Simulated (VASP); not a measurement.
# LiCl (I4/mmm) in VASP: further runs

The runs below take LiCl through single point, with r2SCAN.

All numbers are computed with VASP 6.6.1; they aren't measurements. Logs are shortened: lines on timing, memory, paths and dates and some standing lists are left out, and cuts for length are marked.

### Step 1. The cell of the first run

The structure is tetragonal, space group I4/mmm (No. 139). Conventional cell: a = 3.536 Å, b = 3.536 Å, c = 5.258 Å, α = 90.00°, β = 90.00°, γ = 90.00°. Li (site symmetry 4/mmm) has 6 Cl at 2.50 to 2.63 Å within 3.3 Å. Cl (site symmetry 4/mmm) has 6 Li at 2.50 to 2.63 Å within 3.3 Å.

### Step 2. Single point, r2SCAN (strain -0.025 along x and y, +0.025 along z)

Input file POSCAR:

```
LiCl
1.0
    0.0000000000      2.5006410000      2.6288790000
    2.5006410000      0.0000000000      2.6288790000
    2.5006410000      2.5006410000      0.0000000000
Li Cl
1 1
Direct
    0.0000000000      0.0000000000      0.0000000000
    0.5000000000      0.5000000000      0.5000000000
```

Input file INCAR.step1:

```
SYSTEM = LiCl
ALGO     = Normal         ! electronic algorithm
EDIFF    = 1E-4           ! SCF threshold, eV
ENCUT    = 520            ! plane-wave cutoff, eV
GGA      = PE             ! functional
ISMEAR   = 0              ! smearing method
LASPH    = .TRUE.         ! aspherical terms in the spheres
LCHARG   = .FALSE.        ! write CHGCAR
LREAL    = .FALSE.        ! projectors in reciprocal space
LWAVE    = .TRUE.         ! write WAVECAR
NBANDS   = 12             ! bands
NELM     = 60             ! most SCF steps
PREC     = Accurate       ! precision mode
SIGMA    = 0.05           ! smearing width, eV
```

Input file INCAR.step2:

```
SYSTEM = LiCl
ALGO     = Normal         ! electronic algorithm
EDIFF    = 1E-7           ! SCF threshold, eV
ENCUT    = 520            ! plane-wave cutoff, eV
ISIF     = 2              ! what is computed and relaxed
ISMEAR   = 0              ! smearing method
ISTART   = 1            
LASPH    = .TRUE.         ! aspherical terms in the spheres
LCHARG   = .FALSE.        ! write CHGCAR
LMIXTAU  = .TRUE.       
LREAL    = .FALSE.        ! projectors in reciprocal space
LWAVE    = .FALSE.        ! write WAVECAR
METAGGA  = R2SCAN         ! meta-GGA
NBANDS   = 12             ! bands
NELM     = 60             ! most SCF steps
PREC     = Accurate       ! precision mode
SIGMA    = 0.05           ! smearing width, eV
```

Input file KPOINTS:

```
k-points
0
G
  8 8 8
  0 0 0
```

Potentials or basis: VASP PAW PBE potentials, release 64 (Li_sv, Cl).

Run with:

```
$ cat potpaw_PBE.64/Li_sv/POTCAR potpaw_PBE.64/Cl/POTCAR > POTCAR
$ cp INCAR.step1 INCAR
$ mpirun -np 1 vasp_std > vasp.out
$ cp INCAR.step2 INCAR
$ mpirun -np 1 vasp_std > vasp.out
```

OUTCAR:

```text
SYSTEM = LiCl
   EDIFF = 1E-7
   ENCUT = 520
   ISIF = 2
   ISMEAR = 0
   ISTART = 1
   LASPH = .TRUE.
   LREAL = .FALSE.
   METAGGA = R2SCAN
   NELM = 60
   PREC = Accurate

 ion  position               nearest neighbor table
   1  0.000  0.000  0.000-   2 2.50   2 2.50   2 2.50   2 2.50   2 2.63   2 2.63
   2  0.500  0.500  0.500-   1 2.50   1 2.50   1 2.50   1 2.50   1 2.63   1 2.63

  LATTYP: Found a body centered tetragonal cell.
 ALAT       =     3.5364404168
 C/A-ratio  =     1.4867373348

  Lattice vectors:

 A1 = (  -2.5006410000,   0.0000000000,   2.6288790000)
 A2 = (   2.5006410000,   0.0000000000,   2.6288790000)
 A3 = (   0.0000000000,   2.5006410000,  -2.6288790000)

Analysis of symmetry for initial positions (statically):
=====================================================================
 Subroutine PRICEL returns:
 Original cell was already a primitive cell.

 Routine SETGRP: Setting up the symmetry group for a
 body centered tetragonal supercell.

 Subroutine GETGRP returns: Found 16 space group operations
 (whereof 16 operations were pure point group operations)
 out of a pool of 16 trial point group operations.

The static configuration has the point symmetry D_4h.

Analysis of symmetry for dynamics (positions and initial velocities):
=====================================================================
 Subroutine PRICEL returns:
 Original cell was already a primitive cell.

 Routine SETGRP: Setting up the symmetry group for a
 body centered tetragonal supercell.

 Subroutine GETGRP returns: Found 16 space group operations
 (whereof 16 operations were pure point group operations)
 out of a pool of 16 trial point group operations.

The dynamic configuration has the point symmetry D_4h.

 Subroutine INISYM returns: Found 16 space group operations
 (whereof 16 operations are pure point group operations),
 and found     1 'primitive' translations

----------------------------------------------------------------------------------------

                                     Primitive cell

  volume of cell :      32.8778

  direct lattice vectors                    reciprocal lattice vectors
     0.000000000  2.500641000  2.628879000    -0.199948733  0.199948733  0.190195136
     2.500641000  0.000000000  2.628879000     0.199948733 -0.199948733  0.190195136
     2.500641000  2.500641000  0.000000000     0.199948733  0.199948733 -0.190195136

  length of vectors
     3.628251674  3.628251674  3.536440417     0.340783189  0.340783189  0.340783189

  position of ions in fractional coordinates (direct lattice)
     0.000000000  0.000000000  0.000000000
     0.500000000  0.500000000  0.500000000

  ion indices of the primitive-cell ions
   primitive index   ion index
                 1           1
                 2           2

----------------------------------------------------------------------------------------

 KPOINTS: k-points

Automatic generation of k-mesh.
 Grid dimensions read from file:
 generate k-points for:    8    8    8

 Generating k-lattice:

  Cartesian coordinates                     Fractional coordinates (reciprocal lattice)
    -0.024993592  0.024993592  0.023774392     0.125000000  0.000000000  0.000000000
     0.024993592 -0.024993592  0.023774392     0.000000000  0.125000000  0.000000000
     0.024993592  0.024993592 -0.023774392    -0.000000000 -0.000000000  0.125000000

  Length of vectors
     0.042597899  0.042597899  0.042597899

  Shift w.r.t. Gamma in fractional coordinates (k-lattice)
     0.000000000  0.000000000  0.000000000

 Subroutine IBZKPT returns following result:
 ===========================================

 Found     59 irreducible k-points:

 Following reciprocal coordinates:
            Coordinates               Weight
  0.000000  0.000000  0.000000      1.000000
  0.125000  0.000000  0.000000      8.000000
  0.250000  0.000000  0.000000      8.000000
  0.375000  0.000000  0.000000      8.000000
  0.500000  0.000000  0.000000      4.000000
  0.125000  0.125000  0.000000      2.000000
[... 16 lines left out ...]
[... 39 lines left out ...]

 number of electron      10.0000000 magnetization

 Free energy of the ion-electron system (eV)
  ---------------------------------------------------
  ext. energy  EPLUGINS =         0.00000000
  ---------------------------------------------------
  free energy    TOTEN  =       -12.58161812 eV

  energy without entropy =      -12.58161812  energy(sigma->0) =      -12.58161812

 E-fermi :   0.6516     XC(G=0):  -9.2801

 val. band max:        0.4590557094   @ k =   0.0000   0.0000   0.0000
 cond. band min:       7.8470399253   @ k =   0.0000   0.0000   0.0000
 fundamental gap:      7.3879842159
 Fermi energy:         0.6516462409

 k-point     1 :       0.0000    0.0000    0.0000
  band No.  band energies     occupation
      1     -44.3857      2.00000
      2     -13.6944      2.00000
      3       0.3413      2.00000
      4       0.3413      2.00000
      5       0.4591      2.00000
      6       7.8470      0.00000
      7      12.7893      0.00000
      8      13.2335      0.00000
      9      13.2335      0.00000
     10      15.4388      0.00000
     11      15.7124      0.00000
     12      16.2316      0.00000

 k-point     2 :       0.1250    0.0000    0.0000
  band No.  band energies     occupation
      1     -44.3853      2.00000
      2     -13.6128      2.00000
      3      -0.1633      2.00000
      4       0.3134      2.00000
      5       0.3641      2.00000
      6       8.2955      0.00000
      7      12.3368      0.00000
      8      12.8246      0.00000
      9      13.3028      0.00000
     10      14.2769      0.00000
     11      14.6299      0.00000
     12      16.8033      0.00000

 k-point     3 :       0.2500    0.0000    0.0000
  band No.  band energies     occupation
      1     -44.3841      2.00000
      2     -13.4045      2.00000
      3      -1.2572      2.00000
      4       0.2160      2.00000
      5       0.2504      2.00000
      6       8.5838      0.00000
      7      11.6974      0.00000
      8      12.2388      0.00000
      9      12.4053      0.00000
     10      15.2352      0.00000
     11      15.2434      0.00000
     12      17.4353      0.00000
[... 286 lines left out ...]
 k-point    23 :       0.2500    0.0000    0.1250
  band No.  band energies     occupation
      1     -44.3841      2.00000
      2     -13.4093      2.00000
      3      -0.9710      2.00000
      4      -0.0148      2.00000
      5       0.1232      2.00000
      6       9.2048      0.00000
      7      11.4327      0.00000
      8      11.7459      0.00000
      9      12.8136      0.00000
     10      14.0397      0.00000
     11      16.1829      0.00000
     12      18.0632      0.00000

 k-point    24 :       0.3750    0.0000    0.1250
  band No.  band energies     occupation
      1     -44.3830      2.00000
      2     -13.1820      2.00000
      3      -1.9242      2.00000
      4      -0.1074      2.00000
      5      -0.0751      2.00000
      6       8.9294      0.00000
      7      10.9060      0.00000
      8      11.8399      0.00000
      9      12.4869      0.00000
     10      15.6957      0.00000
     11      17.7765      0.00000
     12      18.9240      0.00000

 [... further k-points ...]
[... 5 lines left out ...]
  --------------------------------------------------------------------------------------
  -------------------------------------------------------------------------------------
  Total        0.1779825      0.1779825     -0.2069819      0.0000000     -0.0000000      0.0000000
  in kB        8.6733025      8.6733025    -10.0864808      0.0000000     -0.0000000      0.0000000
  external PRESSURE =       2.4200414 kB  Pullay stress =       0.0000000 kB

 VOLUME and BASIS-vectors are now :
 -----------------------------------------------------------------------------
  energy-cutoff  :      520.00
  volume of cell :       32.88
      direct lattice vectors                 reciprocal lattice vectors
     0.000000000  2.500641000  2.628879000    -0.199948733  0.199948733  0.190195136
     2.500641000  0.000000000  2.628879000     0.199948733 -0.199948733  0.190195136
     2.500641000  2.500641000  0.000000000     0.199948733  0.199948733 -0.190195136

 POSITION                                       TOTAL-FORCE (eV/Angst)
 -----------------------------------------------------------------------------------
      0.00000      0.00000      0.00000        -0.000000     -0.000000     -0.000000
      2.50064      2.50064      2.62888         0.000000      0.000000      0.000000
 -----------------------------------------------------------------------------------
    total drift:                                0.000000      0.000000      0.000000

  FREE ENERGIE OF THE ION-ELECTRON SYSTEM (eV)
  ---------------------------------------------------
  free  energy   TOTEN  =       -12.5816181246 eV

  energy  without entropy=      -12.5816181246  energy(sigma->0) =      -12.58161812
```

Run time: 75 s. Hardware: 1 thread of Intel Xeon Platinum 8488C (Sapphire Rapids), shared host; peak memory 0.17 GiB.

Results:

```yaml
Free_energy: -12.5816 eV
Band_gap_on_the_k_mesh: 7.39 eV, direct
```

Levels at points of the mesh, in eV from the valence-band top:
| k point | band 2 | band 3 | band 4 | band 5 | band 6 | band 7 | band 8 | band 9 |
| --- | --- | --- | --- | --- | --- | --- | --- | --- |
| (0.00, 0.00, 0.00) | -14.15 | -0.12 | -0.12 | 0.00 | 7.39 | 12.33 | 12.77 | 12.77 |
| (0.50, 0.00, 0.00) | -13.54 | -3.02 | -0.43 | -0.29 | 7.48 | 10.07 | 10.47 | 14.41 |
| (0.50, 0.50, 0.00) | -13.33 | -3.13 | -1.14 | -1.14 | 8.89 | 8.98 | 13.26 | 15.85 |
| (0.50, 0.00, 0.50) | -13.23 | -3.13 | -1.48 | -1.13 | 8.74 | 8.75 | 14.00 | 14.90 |

Caveat: the cell differs from its parent crystal (strain -0.025 along x and y, +0.025 along z); the cutoff is under 1.25 times the usual one of these potentials, so pressure, stress and relaxed cells hold a basis-set (Pulay) error; the PAW data sets were made with another functional, which shifts forces and pressure a little. A k mesh can miss the band edges.

### Step 3. Single point, r2SCAN (strain +0.000 along x and y, +0.025 along z)

Input file POSCAR:

```
LiCl
1.0
    0.0000000000      2.5647600000      2.6288790000
    2.5647600000      0.0000000000      2.6288790000
    2.5647600000      2.5647600000      0.0000000000
Li Cl
1 1
Direct
    0.0000000000      0.0000000000      0.0000000000
    0.5000000000      0.5000000000      0.5000000000
```

Input file INCAR.step1:

```
SYSTEM = LiCl
ALGO = Normal
EDIFF = 1E-4
ENCUT = 520
GGA = PE
ISMEAR = 0
LASPH = .TRUE.
LCHARG = .FALSE.
LREAL = .FALSE.
LWAVE = .TRUE.
NBANDS = 12
NELM = 80
PREC = Accurate
SIGMA = 0.05
```

Input file INCAR.step2:

```
SYSTEM = LiCl
ALGO = Normal
EDIFF = 1E-7
ENCUT = 520
ISIF = 2
ISMEAR = 0
ISTART = 1
LASPH = .TRUE.
LCHARG = .FALSE.
LMIXTAU = .TRUE.
LREAL = .FALSE.
LWAVE = .FALSE.
METAGGA = R2SCAN
NBANDS = 12
NELM = 80
PREC = Accurate
SIGMA = 0.05
```

KPOINTS is that of step 2.

Potentials or basis: VASP PAW PBE potentials, release 64 (Li_sv, Cl).

Run with:

```
$ cat potpaw_PBE.64/Li_sv/POTCAR potpaw_PBE.64/Cl/POTCAR > POTCAR
$ cp INCAR.step1 INCAR
$ mpirun -np 1 vasp_std > vasp.out
$ cp INCAR.step2 INCAR
$ mpirun -np 1 vasp_std > vasp.out
```

It took 81 s on 1 thread of Intel Xeon Platinum 8488C (Sapphire Rapids), shared host; peak memory 0.16 GiB.

Results (log left out):

```
Free energy            : -12.5793 eV
Band gap on the k mesh : 7.10 eV, direct
```

Levels at points of the mesh, in eV from the valence-band top:
| k point | band 1 | band 2 | band 3 | band 4 | band 5 | band 6 | band 7 | band 8 | band 9 | band 10 |
| --- | --- | --- | --- | --- | --- | --- | --- | --- | --- | --- |
| (0.00, 0.00, 0.00) | -44.89 | -13.94 | -0.06 | -0.06 | 0.00 | 7.10 | 12.47 | 12.68 | 12.68 | 15.09 |
| (0.50, 0.00, 0.00) | -44.89 | -13.39 | -2.78 | -0.33 | -0.27 | 7.46 | 10.17 | 10.36 | 13.90 | 17.77 |
| (0.50, 0.50, 0.00) | -44.89 | -13.18 | -2.86 | -1.07 | -1.07 | 8.72 | 9.00 | 13.08 | 15.31 | 15.31 |
| (0.50, 0.00, 0.50) | -44.89 | -13.14 | -2.86 | -1.22 | -1.06 | 8.66 | 8.89 | 13.43 | 14.86 | 15.38 |

Caveat: the cell differs from its parent crystal (strain +0.000 along x and y, +0.025 along z); the cutoff is under 1.25 times the usual one of these potentials, so pressure, stress and relaxed cells hold a basis-set (Pulay) error; the PAW data sets were made with another functional, which shifts forces and pressure a little. A k mesh can miss the band edges.

### Step 4. Single point, r2SCAN (strain +0.000 along x and y, +0.050 along z)

Input file POSCAR:

```
LiCl
1.0
    0.0000000000      2.5647600000      2.6929980000
    2.5647600000      0.0000000000      2.6929980000
    2.5647600000      2.5647600000      0.0000000000
Li Cl
1 1
Direct
    0.0000000000      0.0000000000      0.0000000000
    0.5000000000      0.5000000000      0.5000000000
```

Input file INCAR.step1:

```
PREC = Accurate
ENCUT = 520
ISMEAR = 0
SIGMA = 0.05
LREAL = F
LASPH = T
NELM = 100
NBANDS = 12
GGA = PE
ALGO = Normal
EDIFF = 1E-4
LWAVE = T
LCHARG = F
```

Input file INCAR.step2:

```
PREC = Accurate
ENCUT = 520
EDIFF = 1E-7
ISMEAR = 0
SIGMA = 0.05
LREAL = F
LASPH = T
NELM = 100
ALGO = Normal
ISIF = 2
LWAVE = F
LCHARG = T
METAGGA = R2SCAN
LMIXTAU = T
LELF = T
LVHAR = T
NBANDS = 12
ISTART = 1
```

Input file KPOINTS:

```
Automatic mesh
0
Gamma
  8 8 8
```

Run with:

```
$ cat potpaw_PBE.64/Li_sv/POTCAR potpaw_PBE.64/Cl/POTCAR > POTCAR
$ cp INCAR.step1 INCAR
$ mpirun -np 1 vasp_std > vasp.out
$ cp INCAR.step2 INCAR
$ mpirun -np 1 vasp_std > vasp.out
```

Wall time 83 s (1 thread of Intel Xeon Platinum 8488C (Sapphire Rapids), shared host); peak memory 0.17 GiB.

It converged, with:

```
Free energy            : -12.5662 eV
Band gap on the k mesh : 6.93 eV, direct
```

Levels at points of the mesh, in eV from the valence-band top:
| k point | band 2 | band 3 | band 4 | band 5 | band 6 | band 7 | band 8 | band 9 |
| --- | --- | --- | --- | --- | --- | --- | --- | --- |
| (0.00, 0.00, 0.00) | -13.89 | -0.11 | -0.11 | 0.00 | 6.93 | 12.29 | 12.70 | 12.70 |
| (0.50, 0.00, 0.00) | -13.37 | -2.71 | -0.38 | -0.26 | 7.40 | 10.05 | 10.42 | 13.61 |
| (0.50, 0.50, 0.00) | -13.20 | -2.78 | -1.01 | -1.01 | 8.69 | 9.08 | 12.62 | 15.22 |
| (0.50, 0.00, 0.50) | -13.12 | -2.79 | -1.31 | -0.99 | 8.58 | 8.86 | 13.30 | 14.37 |

Caveat: the cell differs from its parent crystal (strain +0.000 along x and y, +0.050 along z); the cutoff is under 1.25 times the usual one of these potentials, so pressure, stress and relaxed cells hold a basis-set (Pulay) error; the PAW data sets were made with another functional, which shifts forces and pressure a little.

### Step 5. Single point, r2SCAN (strain +0.025 along x and y, +0.000 along z)

Input file POSCAR:

```
LiCl
1.0
    0.0000000000      2.6288790000      2.5647600000
    2.6288790000      0.0000000000      2.5647600000
    2.6288790000      2.6288790000      0.0000000000
Li Cl
1 1
Direct
    0.0000000000      0.0000000000      0.0000000000
    0.5000000000      0.5000000000      0.5000000000
```

Input file INCAR.step1:

```
  PREC = Accurate
  ENCUT = 520
  ISMEAR = 0
  SIGMA = 0.05
  LREAL = False
  LASPH = True
  NELM = 100
  NBANDS = 12
  GGA = PE
  ALGO = Normal
  EDIFF = 1E-4
  LWAVE = True
  LCHARG = False
```

Input file INCAR.step2:

```
  PREC = Accurate
  ENCUT = 520
  EDIFF = 1E-6
  ISMEAR = 0
  SIGMA = 0.05
  LREAL = False
  LASPH = True
  NELM = 100
  ALGO = Normal
  ISIF = 2
  LWAVE = False
  LCHARG = True
  METAGGA = R2SCAN
  LMIXTAU = True
  LELF = True
  LVHAR = True
  NBANDS = 12
  ISTART = 1
```

Input file KPOINTS:

```
regular mesh
0
Gamma
  8 8 8
```

Run with:

```
$ cat potpaw_PBE.64/Li_sv/POTCAR potpaw_PBE.64/Cl/POTCAR > POTCAR
$ cp INCAR.step1 INCAR
$ mpirun -np 1 vasp_std > vasp.out
$ cp INCAR.step2 INCAR
$ mpirun -np 1 vasp_std > vasp.out
```

It took 66 s on 1 thread of Intel Xeon Platinum 8488C (Sapphire Rapids), shared host; peak memory 0.17 GiB.

Results (log left out):

* Free energy: -12.5688 eV
* Band gap on the k mesh: 6.98 eV, direct

Levels at points of the mesh, in eV from the valence-band top:
```tsv
k point	band 1	band 2	band 3	band 4	band 5	band 6	band 7	band 8	band 9	band 10
(0.00, 0.00, 0.00)	-44.93	-13.84	-0.07	0.00	0.00	6.98	12.53	12.53	12.74	15.04
(0.50, 0.00, 0.00)	-44.92	-13.32	-2.66	-0.30	-0.25	7.45	10.17	10.37	13.66	17.66
(0.50, 0.50, 0.00)	-44.92	-13.07	-2.74	-1.10	-1.10	8.62	8.89	13.35	14.88	14.88
(0.50, 0.00, 0.50)	-44.92	-13.11	-2.73	-1.11	-0.95	8.67	9.01	12.99	14.81	15.33
```

Caveat: the cell differs from its parent crystal (strain +0.025 along x and y, +0.000 along z); the cutoff is under 1.25 times the usual one of these potentials, so pressure, stress and relaxed cells hold a basis-set (Pulay) error; the PAW data sets were made with another functional, which shifts forces and pressure a little.

### Step 6. The runs side by side

```csv
cell,gap on the mesh (eV)
"a = 3.628, b = 3.628, c = 3.536 Å, angles 60.8, 60.8, 58.3°, 2 atoms",7.39
"a = 3.673, b = 3.673, c = 3.627 Å, angles 60.4, 60.4, 59.2°, 2 atoms",7.10
"a = 3.719, b = 3.719, c = 3.627 Å, angles 60.8, 60.8, 58.4°, 2 atoms",6.93
"a = 3.673, b = 3.673, c = 3.718 Å, angles 59.6, 59.6, 60.8°, 2 atoms",6.98
```

Alike in all rows: task single point; level r2SCAN; potentials or basis VASP PAW PBE potentials, release 64 (Li_sv, Cl); no spin polarisation; k mesh 8 × 8 × 8; cutoff (eV) 520; smearing gaussian 0.05 eV.

Caveats: the cutoff is under 1.25 times the usual one of these potentials, so pressure, stress and relaxed cells hold a basis-set (Pulay) error; the PAW data sets were made with another functional, which shifts forces and pressure a little.

Absolute energies hang on the potentials; compare differences alone.
